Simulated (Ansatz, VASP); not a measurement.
Ti4Mo: VASP beside Ansatz

File INCAR:

```
SYSTEM = Ti4Mo
PREC = Accurate
ENCUT = 520
EDIFF = 1E-6
ISMEAR = 0
SIGMA = 0.2
LREAL = .FALSE.
LASPH = .TRUE.
NELM = 80
ALGO = Fast
ISIF = 2
LWAVE = .FALSE.
LCHARG = .FALSE.
GGA = PE
NBANDS = 73
```

File KPOINTS:

```
Automatic mesh
0
G
  6 6 4
  0 0 0
```

File POSCAR:

```
Ti4Mo
1.0
   -2.2901924578      3.9667296961      0.0000000000
    2.2901924578     -1.3222432320     -4.6217082113
   -6.8705773735     -3.9667296961      0.0000000000
Ti Mo
8 2
Direct
    0.4033543578      0.8067087156      0.8011181193
    0.9033543578      0.8067087156      0.3011181193
    0.0966456422      0.1932912844      0.6988818807
    0.5966456422      0.1932912844      0.1988818807
    0.7711288396      0.5422576793      0.5903762799
    0.2711288396      0.5422576793      0.0903762799
    0.7288711604      0.4577423207      0.9096237201
    0.2288711604      0.4577423207      0.4096237201
    0.5000000000      1.0000000000      0.5000000000
    0.0000000000      0.0000000000      0.0000000000
```

Input for Ansatz:

```yaml
crystal:
  lattice:
    - [-2.2901924607, 3.966729701, 0.0]
    - [2.2901924607, -1.3222432337, -4.6217081813]
    - [-6.8705773821, -3.966729701, 0.0]
  atoms:
    - { symbol: Ti, position: [0.403354359, 0.806708718, 0.8011181197] }
    - { symbol: Ti, position: [0.903354359, 0.806708718, 0.3011181197] }
    - { symbol: Ti, position: [0.096645641, 0.193291282, 0.6988818803] }
    - { symbol: Ti, position: [0.596645641, 0.193291282, 0.1988818803] }
    - { symbol: Ti, position: [0.7711288387, 0.5422576773, 0.5903762796] }
    - { symbol: Ti, position: [0.2711288387, 0.5422576773, 0.0903762796] }
    - { symbol: Ti, position: [0.7288711613, 0.4577423227, 0.9096237204] }
    - { symbol: Ti, position: [0.2288711613, 0.4577423227, 0.4096237204] }
    - { symbol: Mo, position: [0.5, 0.0, 0.5] }
    - { symbol: Mo, position: [0.0, 0.0, 0.0] }
basis:
  ecutwfc: 420
kpoints:
  mp_grid: { grid: [6, 6, 4] }
hamiltonian:
  xc: pbe
scf:
  occupations: { method: gaussian, width: 0.2 }
  lower_state_search: "off"
output:
  forces: true
  stress: true
  eigenvalues: true
```

Alike in both runs: task single point; functional PBE; k mesh 6 × 6 × 4; occupations gaussian, width 0.2 eV; no spin polarisation.

|  | VASP | Ansatz |
| --- | --- | --- |
| version | VASP 6.6.1 | Ansatz 0.2.0 |
| potentials or method | VASP PAW PBE potentials, release 64 (Ti_sv, Mo_sv), cutoff 520 eV | scalar-relativistic, plane waves, PAW |
| valence electrons in the cell | 124 | 124 |

Ansatz gave:

```
gap on the k mesh at the Fermi level (eV) : none
pressure (GPa)                            : 0.1
rms of the force components (eV/Å)        : 0.036
```

Problem. Estimate VASP's values.

Solution. gap on the k mesh at the Fermi level (eV): none; pressure (GPa): 0.0; rms of the force components (eV/Å): 0.041.

Atom by atom the forces differ by 0.008 eV/Å (rms over components). A gap of «none» marks a metal or a gap that the smearing closes. The functional is the same, so the differences come from potentials, cutoffs and numerics.
